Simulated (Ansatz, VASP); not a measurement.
# AgBr in VASP and in Ansatz

Contents of INCAR:

```
SYSTEM = AgBr
PREC = Accurate ; ENCUT = 500
EDIFF = 1E-6 ; ISMEAR = 0
SIGMA = 0.01 ; LREAL = .FALSE.
LASPH = .TRUE. ; NELM = 120
ALGO = Normal ; ISIF = 2
LWAVE = .FALSE. ; LCHARG = .FALSE.
GGA = PE ; NBANDS = 16
GGA_COMPAT = .FALSE.
```

KPOINTS

```
Automatic mesh
0
G
  4 4 4
  0 0 0
```

POSCAR

```
AgBr
1.0
    0.0000000000      2.9258179871      2.9258179871
    2.9258179871      0.0000000000      2.9258179871
    2.9258179871      2.9258179871      0.0000000000
Ag Br
1 1
Direct
    0.0000000000      0.0000000000      0.0000000000
    0.5000000000      0.5000000000      0.5000000000
```

Input for Ansatz:

```yaml
crystal:
  lattice:
    - [-8.50019772296645e-18, 2.925817987106756, 2.925817987106756]
    - [2.9258179871067562, -4.500104676864592e-18, 2.925817987106756]
    - [2.9258179871067562, 2.925817987106756, -4.00009304610186e-18]
  atoms:
    - { symbol: Ag, position: [4.2372717879404436e-32, -3.4356257740057654e-32, -2.0613754644034592e-32] }
    - { symbol: Br, position: [0.5, 0.5, 0.5] }
kpoints:
  mp_grid:
    grid: [4, 4, 4]
hamiltonian:
  pseudopotentials:
    kind: paw
scf:
  occupations:
    method: fixed
output:
  forces: true
  stress: true
```

Alike in both runs: task single point; functional PBE; k mesh 4 × 4 × 4; no spin polarisation.

```csv
,VASP,Ansatz
version,VASP 6.6.1,Ansatz 0.2.0
potentials or method,"VASP PAW PBE potentials, release 64 (Ag, Br)","plane waves, PAW"
plane-wave cutoff (eV),500,420
occupations,"gaussian, width 0.01 eV",fixed
valence electrons in the cell,18,26
```

```tsv
	VASP	Ansatz	Ansatz less VASP
pressure (GPa)	0.0	0.0	+0.03
```

VASP's potentials hold 18 valence electrons a cell and Ansatz's 26, so a difference there can come from the potentials and not from the codes.

The k mesh is coarse, so the values compare programs but aren't converged.
